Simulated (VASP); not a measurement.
Write the native input for VASP 6.6.1 that does the following.

```
Task                   : electric field gradients
Functional             : PBE
Potentials or basis    : VASP PAW PBE potentials, release 64 (Mg)
Cutoff                 : 520 eV
k mesh                 : 16 × 16 × 16
Occupations            : fermi-dirac, width 0.03 eV
Spin                   : no spin polarisation
Dipole correction      : no
Further INCAR settings : ALGO = Normal; EDIFF = 1e-08; NBANDS = 7
```

The structure of Mg lies in POSCAR:

```
Mg
1.0
    0.0000000000      2.2442560000      2.2666985600
    2.2442560000      0.0000000000      2.2666985600
    2.2442560000      2.2442560000      0.0000000000
Mg
1
Direct
    0.0000000000      0.0000000000      0.0000000000
```

This cell differs from its parent crystal: zz strain of +1 %.

These files were run (other wordings do the same):

INCAR

```
ALGO = Normal
EDIFF = 1E-8
ENCUT = 520
GGA = PE
ISIF = 2
ISMEAR = -1
LASPH = True
LCHARG = False
LEFG = True
LREAL = False
LWAVE = False
NBANDS = 7
NELM = 100
PREC = Accurate
SIGMA = 0.03
```

KPOINTS

```
k-points
0
Gamma
  16 16 16
```

Potentials or basis: VASP PAW PBE potentials, release 64 (Mg).

Launch:

```sh
$ cat potpaw_PBE.64/Mg/POTCAR > POTCAR
$ mpirun -np 1 vasp_std > vasp.out
```

It gave:

| Property | Result |
| --- | --- |
| Pressure | 0.3 GPa |
| Band gap on the k mesh | zero (band 1 reaches 4.12 eV, above the bottom of band 2 at 1.37 eV) |

Caveat: the cell differs from its parent crystal (zz strain of +1 %); without QUAD_EFG the Cq values of the log hold for a quadrupole moment of 1 mb, not for the nuclei.

Wall time 51 s on 1 thread of Intel Xeon 8259CL, with other jobs on the host, peak memory 0.18 GiB.
